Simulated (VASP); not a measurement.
BaF2, 3 atoms in the cell. The structure is cubic, space group Fm-3m (No. 225). Conventional cell: a = 6.132 Å, b = 6.132 Å, c = 6.132 Å, α = 90.00°, β = 90.00°, γ = 90.00°. Ba (site symmetry m-3m) has 8 F at 2.66 Å within 3.5 Å. F (site symmetry -43m) has 4 Ba at 2.66 Å and 6 F at 3.07 Å within 3.5 Å.  This cell differs from its parent crystal: volume scaled by 0.97.

```yaml
Program: VASP 6.6.1
Task: single point
Functional: r2SCAN
Potentials_or_basis: VASP PAW PBE potentials, release 64 (Ba_sv, F)
Cutoff: 660 eV
k_mesh: 6 × 6 × 6
Occupations: gaussian, width 0.02 eV
Spin: no spin polarisation
Dipole_correction: no
Further_INCAR_settings: ALGO = Normal; EDIFF = 1e-06; NBANDS = 19
```

Potentials or basis: VASP PAW PBE potentials, release 64 (Ba_sv, F).

The run is started by

```sh
$ cat potpaw_PBE.64/Ba_sv/POTCAR potpaw_PBE.64/F/POTCAR > POTCAR
$ cp INCAR.step1 INCAR
$ mpirun -np 1 vasp_std > vasp.out
$ cp INCAR.step2 INCAR
$ mpirun -np 1 vasp_std > vasp.out
```

Hardware: 1 thread of Intel(R) Xeon(R) Platinum 8259CL CPU @ 2.50GHz (Skylake/Cascade Lake) (shared host).

Question: How long does it take, and how much memory?

Answer: Run time: 82 s on 1 thread of Intel(R) Xeon(R) Platinum 8259CL CPU @ 2.50GHz (Skylake/Cascade Lake), with other jobs on the host, peak memory 0.23 GiB. Counts: k points 16.
